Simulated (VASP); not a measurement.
# Y (Pm-3m) in VASP: a series of runs

Y is run at these levels: PBE; tasks: single point.

All numbers are computed with VASP 6.6.1; they aren't measurements. Logs are shortened: lines on timing, memory, paths and dates and some standing lists are left out, and cuts for length are marked.

## Step 1: The cell of the first run

It takes space group Pm-3m (No. 221, cubic). The conventional cell has a = 2.981 Å, b = 2.981 Å, c = 2.981 Å, α = 90.00°, β = 90.00°, γ = 90.00°. Y (site symmetry m-3m) has 6 Y at 2.98 Å within 3.9 Å.

## Step 2: Single point, PBE (volume scaled by 0.76)

Input file INCAR:

```
SYSTEM = Y
PREC     = Accurate       ! precision mode
ENCUT    = 520            ! plane-wave cutoff, eV
EDIFF    = 1E-6           ! SCF threshold, eV
ISMEAR   = -1             ! smearing method
SIGMA    = 0.08           ! smearing width, eV
LREAL    = .False.        ! projectors in reciprocal space
LASPH    = .True.         ! aspherical terms in the spheres
NELM     = 80             ! most SCF steps
ALGO     = Normal         ! electronic algorithm
ISIF     = 2              ! what is computed and relaxed
LWAVE    = .False.        ! write WAVECAR
LCHARG   = .False.        ! write CHGCAR
GGA      = PE             ! functional
NBANDS   = 12             ! bands
```

Input file KPOINTS:

```
Automatic mesh
0
Gamma
  12 12 12
  0 0 0
```

Input file POSCAR:

```
Y
1.0
    2.9811592474      0.0000000000      0.0000000000
    0.0000000000      2.9811592474      0.0000000000
    0.0000000000      0.0000000000      2.9811592474
Y
1
Direct
    0.0000000000      0.0000000000      0.0000000000
```

Potentials or basis: VASP PAW PBE potentials, release 64 (Y_sv).

Run with:

```console
> cat potpaw_PBE.64/Y_sv/POTCAR > POTCAR
> mpirun -np 1 vasp_std > vasp.out
```

OUTCAR:

```text
SYSTEM = Y
   PREC = Accurate
   ENCUT = 520
   EDIFF = 1E-6
   ISMEAR = -1
   LREAL = .False.
   LASPH = .True.
   NELM = 80
   ISIF = 2
   GGA = PE

 ion  position               nearest neighbor table
   1  0.000  0.000  0.000-

  LATTYP: Found a simple cubic cell.
 ALAT       =     2.9811592474

  Lattice vectors:

 A1 = (   2.9811592474,   0.0000000000,   0.0000000000)
 A2 = (   0.0000000000,   2.9811592474,   0.0000000000)
 A3 = (   0.0000000000,   0.0000000000,   2.9811592474)

Analysis of symmetry for initial positions (statically):
=====================================================================
 Subroutine PRICEL returns:
 Original cell was already a primitive cell.

 Routine SETGRP: Setting up the symmetry group for a
 simple cubic supercell.

 Subroutine GETGRP returns: Found 48 space group operations
 (whereof 48 operations were pure point group operations)
 out of a pool of 48 trial point group operations.

The static configuration has the point symmetry O_h .

Analysis of symmetry for dynamics (positions and initial velocities):
=====================================================================
 Subroutine PRICEL returns:
 Original cell was already a primitive cell.

 Routine SETGRP: Setting up the symmetry group for a
 simple cubic supercell.

 Subroutine GETGRP returns: Found 48 space group operations
 (whereof 48 operations were pure point group operations)
 out of a pool of 48 trial point group operations.

The dynamic configuration has the point symmetry O_h .

 Subroutine INISYM returns: Found 48 space group operations
 (whereof 48 operations are pure point group operations),
 and found     1 'primitive' translations

----------------------------------------------------------------------------------------

                                     Primitive cell

  volume of cell :      26.4945

  direct lattice vectors                    reciprocal lattice vectors
     2.981159247  0.000000000  0.000000000     0.335439981  0.000000000  0.000000000
     0.000000000  2.981159247  0.000000000     0.000000000  0.335439981  0.000000000
     0.000000000  0.000000000  2.981159247     0.000000000  0.000000000  0.335439981

  length of vectors
     2.981159247  2.981159247  2.981159247     0.335439981  0.335439981  0.335439981

  position of ions in fractional coordinates (direct lattice)
     0.000000000  0.000000000  0.000000000

  ion indices of the primitive-cell ions
   primitive index   ion index
                 1           1

----------------------------------------------------------------------------------------

 KPOINTS: Automatic mesh

Automatic generation of k-mesh.
 Grid dimensions read from file:
 generate k-points for:   12   12   12

 Generating k-lattice:

  Cartesian coordinates                     Fractional coordinates (reciprocal lattice)
     0.027953332  0.000000000  0.000000000     0.083333333  0.000000000  0.000000000
     0.000000000  0.027953332  0.000000000     0.000000000  0.083333333  0.000000000
     0.000000000  0.000000000  0.027953332     0.000000000  0.000000000  0.083333333

  Length of vectors
     0.027953332  0.027953332  0.027953332

  Shift w.r.t. Gamma in fractional coordinates (k-lattice)
     0.000000000  0.000000000  0.000000000

 Subroutine IBZKPT returns following result:
 ===========================================

 Found     84 irreducible k-points:

 Following reciprocal coordinates:
            Coordinates               Weight
  0.000000  0.000000  0.000000      1.000000
  0.083333  0.000000  0.000000      6.000000
  0.166667  0.000000  0.000000      6.000000
  0.250000  0.000000  0.000000      6.000000
  0.333333  0.000000  0.000000      6.000000
  0.416667  0.000000  0.000000      6.000000
[... 16 lines left out ...]
  0.333333  0.333333  0.000000     12.000000
  0.416667  0.333333  0.000000     24.000000
 [... further k-points ...]
   k-points           NKPTS =     84   k-points in BZ     NKDIM =     84   number of bands    NBANDS=     12
   number of dos      NEDOS =    301   number of ions     NIONS =      1
   total plane-waves  NPLWV =  13824
   dimension x,y,z NGX =    24 NGY =   24 NGZ =   24
   dimension x,y,z NGXF=    48 NGYF=   48 NGZF=   48
   ions per type =               1
   NGX,Y,Z   is equivalent  to a cutoff of  13.38, 13.38, 13.38 a.u.
   NGXF,Y,Z  is equivalent  to a cutoff of  26.77, 26.77, 26.77 a.u.
 SYSTEM =  Y
   PREC   = accura    normal or accurate (medium, high low for compatibility)
   ISTART =      0    job   : 0-new  1-cont  2-samecut
   ICHARG =      2    charge: 1-file 2-atom 10-const
   ISPIN  =      1    spin polarized calculation?
   LNONCOLLINEAR =      F non collinear calculations
   LSORBIT =      F    spin-orbit coupling
   LASPH  =      T    aspherical Exc in radial PAW
   ENCUT  =  520.0 eV  38.22 Ry    6.18 a.u.   5.54  5.54  5.54*2*pi/ulx,y,z
   NELM   =     80;   NELMIN=  2; NELMDL= -5     # of ELM steps
   EDIFF  = 0.1E-05   stopping-criterion for ELM
   LREAL  =      F    real-space projection
   EDIFFG = 0.1E-04   stopping-criterion for IOM
   NSW    =      0    number of steps for IOM
   IBRION =     -1    ionic relax: 0-MD 1-quasi-New 2-CG
   NFREE  =      0    steps in history (QN), initial steepest desc. (CG)
   ISIF   =      2    stress and relaxation
   ISYM   =      2    0-nonsym 1-usesym 2-fastsym
   POTIM  = 0.5000    time-step for ionic-motion
   TEBEG  =    0.0;   TEEND  =   0.0 temperature during run
   PSTRESS=    0.0 pullay stress
   NELECT =      11.0000    total number of electrons
   NUPDOWN=      -1.0000    fix difference up-down
   EMIN   =  10.00;   EMAX   =-10.00  energy-range for DOS
   EFERMI =   0.00;   METHOD = LEGACY
   ISMEAR =    -1;   SIGMA  =   0.08  broadening in eV -4-tet -1-fermi 0-gaus
   EFERMI_NEDOS =   21; number of points for ismear=-14 and -15
   IALGO  =     38    algorithm
   IMIX   =      4    mixing-type and parameters
     AMIX     =   0.40;   BMIX     =  1.00
     AMIX_MAG =   1.60;   BMIX_MAG =  1.00
  volume/ion in A,a.u.               =      26.49       178.79
  Fermi-wavevector in a.u.,A,eV,Ry     =   1.221295  2.307913 20.293923  1.491561
  Thomas-Fermi vector in A             =   2.356482
   LORBIT       =      0    0 simple, 1 ext, 2 COOP (PROOUT), +10 PAW based schemes
   GGA     = PE    functional components
   LHFCALC =     F    Hartree Fock is set to
   AEXX    =    0.0000 exact exchange contribution
   IVDW    =     0    specifies the selected vdW correction
   LEPSILON=     F    determine dielectric tensor
   LRPA    =     F    only Hartree local field effects (RPA)
 non-spin polarized calculation
  energy-cutoff  :      520.00
  volume of cell :       26.49
 maximum number of plane-waves:       739
 NGX is ok and might be reduce to    24
   NGX = 11   NGY = 11   NGZ = 11

 number of electron      11.0000000 magnetization

 Free energy of the ion-electron system (eV)
  ---------------------------------------------------
  ext. energy  EPLUGINS =         0.00000000
  ---------------------------------------------------
  free energy    TOTEN  =        -5.43016715 eV

  energy without entropy =       -5.39050651  energy(sigma->0) =       -5.41033683

 E-fermi :   4.1645     XC(G=0): -10.2389

 val. band max:        4.1578602339   @ k =   0.5000   0.3333   0.0000
 cond. band min:       4.1682081349   @ k =   0.4167   0.0833   0.0000
 fundamental gap:      0.0103479010
 Fermi energy:         4.1645252303

 k-point     1 :       0.0000    0.0000    0.0000
  band No.  band energies     occupation
      1     -38.4820      2.00000
      2     -17.7488      2.00000
      3     -17.7488      2.00000
      4     -17.7488      2.00000
      5      -0.6141      2.00000
      6       3.1269      2.00000
      7       3.1269      2.00000
      8      10.9732      0.00000
      9      10.9732      0.00000
     10      10.9732      0.00000
     11      16.4162      0.00000
     12      16.4162      0.00000

 k-point     2 :       0.0833    0.0000    0.0000
  band No.  band energies     occupation
      1     -38.4698      2.00000
      2     -17.8622      2.00000
      3     -17.7392      2.00000
      4     -17.7392      2.00000
      5      -0.4333      2.00000
      6       3.1816      1.99999
      7       3.3217      1.99995
      8      10.5771      0.00000
      9      10.5771      0.00000
     10      10.9976      0.00000
     11      15.6413      0.00000
     12      16.8719      0.00000

 k-point     3 :       0.1667    0.0000    0.0000
  band No.  band energies     occupation
      1     -38.4363      2.00000
      2     -18.1616      2.00000
      3     -17.7131      2.00000
      4     -17.7131      2.00000
      5       0.0541      2.00000
      6       3.3365      1.99994
      7       3.8629      1.95497
      8       9.7183      0.00000
      9       9.7183      0.00000
     10      11.0651      0.00000
     11      14.2551      0.00000
     12      17.8866      0.00000
[... 286 lines left out ...]
 k-point    23 :       0.3333    0.3333    0.0000
  band No.  band energies     occupation
      1     -38.2086      2.00000
      2     -18.7699      2.00000
      3     -18.7289      2.00000
      4     -17.5379      2.00000
      5       2.2807      2.00000
      6       3.9128      1.91752
      7       7.2708      0.00000
      8       7.5942      0.00000
      9       8.4877      0.00000
     10       8.7991      0.00000
     11      13.6528      0.00000
     12      15.9137      0.00000

 k-point    24 :       0.4167    0.3333    0.0000
  band No.  band energies     occupation
      1     -38.1750      2.00000
      2     -18.9956      2.00000
      3     -18.7073      2.00000
      4     -17.5124      2.00000
      5       2.0916      2.00000
      6       4.0688      1.53563
      7       7.5020      0.00000
      8       8.1790      0.00000
      9       8.4559      0.00000
     10       8.8029      0.00000
     11      13.4711      0.00000
     12      16.5915      0.00000

 [... further k-points ...]

------------------------ aborting loop because EDIFF is reached ----------------------------------------

  FORCE on cell =-STRESS in cart. coord.  units (eV):
  Direction    XX          YY          ZZ          XY          YZ          ZX
  --------------------------------------------------------------------------------------
  -------------------------------------------------------------------------------------
  Total        1.8150343      1.8150343      1.8150343     -0.0000000     -0.0000000     -0.0000000
  in kB      109.7589345    109.7589345    109.7589345     -0.0000000     -0.0000000     -0.0000000
  external PRESSURE =     109.7589345 kB  Pullay stress =       0.0000000 kB

 VOLUME and BASIS-vectors are now :
 -----------------------------------------------------------------------------
  energy-cutoff  :      520.00
  volume of cell :       26.49
      direct lattice vectors                 reciprocal lattice vectors
     2.981159247  0.000000000  0.000000000     0.335439981  0.000000000  0.000000000
     0.000000000  2.981159247  0.000000000     0.000000000  0.335439981  0.000000000
     0.000000000  0.000000000  2.981159247     0.000000000  0.000000000  0.335439981

 POSITION                                       TOTAL-FORCE (eV/Angst)
 -----------------------------------------------------------------------------------
      0.00000      0.00000      0.00000         0.000000      0.000000      0.000000
 -----------------------------------------------------------------------------------
    total drift:                               -0.000000      0.000000      0.000000

  FREE ENERGIE OF THE ION-ELECTRON SYSTEM (eV)
  ---------------------------------------------------
  free  energy   TOTEN  =        -5.4301671484 eV

  energy  without entropy=       -5.3905065095  energy(sigma->0) =       -5.41033683
```

Wall time 13 s (1 thread of Intel Xeon Platinum 8559C (Emerald Rapids), shared host); peak memory 0.16 GiB.

What came out:

```
Free energy : -5.4302 eV
Pressure    : 11.0 GPa
```

Levels at points of the mesh, in eV from the Fermi level:
```csv
k point,band 1,band 2,band 3,band 4,band 5,band 6,band 7,band 8,band 9,band 10
"(0.00, 0.00, 0.00)",-42.65,-21.91,-21.91,-21.91,-4.78,-1.04,-1.04,6.81,6.81,6.81
"(0.50, 0.00, 0.00)",-42.46,-23.43,-21.77,-21.77,-1.60,-0.08,0.56,3.30,3.30,7.19
"(0.50, 0.50, 0.00)",-42.28,-23.19,-23.19,-21.63,-2.80,0.42,4.09,4.09,5.06,5.06
"(0.50, 0.50, 0.50)",-42.11,-22.97,-22.97,-22.97,-1.14,-1.14,-1.14,5.67,9.24,9.24
```

(Continued in part 2 of 2.)
